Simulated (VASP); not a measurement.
**PbS: single point with r2SCAN**

PbS:

```
Pb S
1.0
     4.99709    0.00000    0.00000
    -2.49854    4.32761    0.00000
     0.00000    0.00000    5.99707
Pb S
2 2
Direct
  0.33333 0.66667 0.25000
  0.66667 0.33333 0.75000
  0.66667 0.33333 0.25000
  0.33333 0.66667 0.75000
```

| Item | Value |
| --- | --- |
| Program | VASP 6.6.1 |
| Task | single point |
| Functional | r2SCAN |
| Potentials or basis | VASP PAW PBE potentials, release 64 (Pb_d, S) |
| Cutoff | 520 eV |
| k mesh | 6 × 6 × 2 |
| Occupations | gaussian, width 0.01 eV |
| Spin | no spin polarisation |
| Dipole correction | no |
| Further INCAR settings | ALGO = Normal; EDIFF = 1e-06; NBANDS = 28 |

| Item | Value |
| --- | --- |
| Pressure | 0.7 GPa |
| Band gap on the k mesh | 1.72 eV |

Stress tensor (GPa, compression positive):
```
-0.62  0.00  0.00
 0.00 -0.62  0.00
 0.00  0.00  3.46
```

Levels at points of the mesh, in eV from the valence-band top:
```csv
k point,band 18,band 19,band 20,band 21,band 22,band 23
"(0.00, 0.00, 0.00)",-2.00,-2.00,-2.00,2.21,2.21,3.62
"(0.50, 0.00, 0.00)",-2.39,-2.16,-0.75,3.25,3.29,4.42
"(0.00, 0.00, 0.50)",-2.58,-1.37,-1.37,2.52,2.52,2.52
"(0.50, 0.00, 0.50)",-1.98,-0.67,-0.67,1.89,1.89,3.31
```

Wall time 4.5 min on 1 thread of Intel Xeon 8259CL (shared host), peak memory 0.3 GiB.

Caveat: the k points lie up to 0.52 Å⁻¹ apart; the PAW data sets were made with another functional, which shifts forces and pressure a little; spin-orbit coupling is left out, which moves the levels of the heavy elements. A k mesh can miss the band edges.
